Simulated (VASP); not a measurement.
Here is a VASP 6.6.1 calculation.

File INCAR:

```
SYSTEM = LiPr3N2
PREC     = Accurate       ! precision mode
ENCUT    = 750            ! plane-wave cutoff, eV
EDIFF    = 1E-7           ! SCF threshold, eV
ISMEAR   = 0              ! smearing method
SIGMA    = 0.1            ! smearing width, eV
LREAL    = .False.        ! projectors in reciprocal space
LASPH    = .True.         ! aspherical terms in the spheres
NELM     = 200            ! most SCF steps
ALGO     = Normal         ! electronic algorithm
ISIF     = 3              ! what is computed and relaxed
LWAVE    = .False.        ! write WAVECAR
LCHARG   = .False.        ! write CHGCAR
GGA      = PE             ! functional
IBRION   = 2              ! ionic algorithm
NSW      = 80             ! ionic steps
EDIFFG   = -0.001         ! ionic threshold
GGA_COMPAT= .False.      
NELMIN   = 4            
LMAXMIX  = 6              ! l up to which the mixer works
```

The input KPOINTS:

```
regular mesh
0
Gamma
  12 12 4
  0 0 0
```

File POSCAR:

```
LiPr3N2
1.0
    3.6647409149      0.0000000000      0.0000000000
   -1.8323704574      3.1737587306      0.0000000000
    0.0000000000      0.0000000000     12.0974626022
Li Pr N
1 3 2
Direct
    0.0000000000      0.0000000000      0.0000000000
    0.3333333333      0.6666666667      0.2624275591
    0.6666666667      0.3333333333      0.7375724409
    0.0000000000      0.0000000000      0.5000000000
    0.3333333333      0.6666666667      0.6329563057
    0.6666666667      0.3333333333      0.3670436943
```

Potentials or basis: VASP PAW PBE potentials, release 64 (Li_sv, Pr_3, N), 4f in core.

The run is started by

```bash
$ cat potpaw_PBE.64/Li_sv/POTCAR potpaw_PBE.64/Pr_3/POTCAR potpaw_PBE.64/N/POTCAR > POTCAR
$ mpirun -np 1 vasp_std > vasp.out
```

(1) Estimate the relaxed cell.

(2) Estimate the space group after relaxing (to 0.1 Å).

(3) Predict the relaxed volume.

(4) Predict the band gap on the k mesh.

Answers

(1) a = 3.663 Å, b = 3.663 Å, c = 12.095 Å, α = 90.00°, β = 90.00°, γ = 120.00°.

(2) P-3m1 (No. 164).

(3) 23.42 Å³/atom.

(4) zero (bands 23 and 24 overlap by 0.64 eV).

Caveat: spin-orbit coupling is left out, which moves the levels of the heavy elements; the 4f electrons are frozen in the core, so they carry no moment and show no levels; the run has no spin polarisation, though such a crystal can be magnetic.
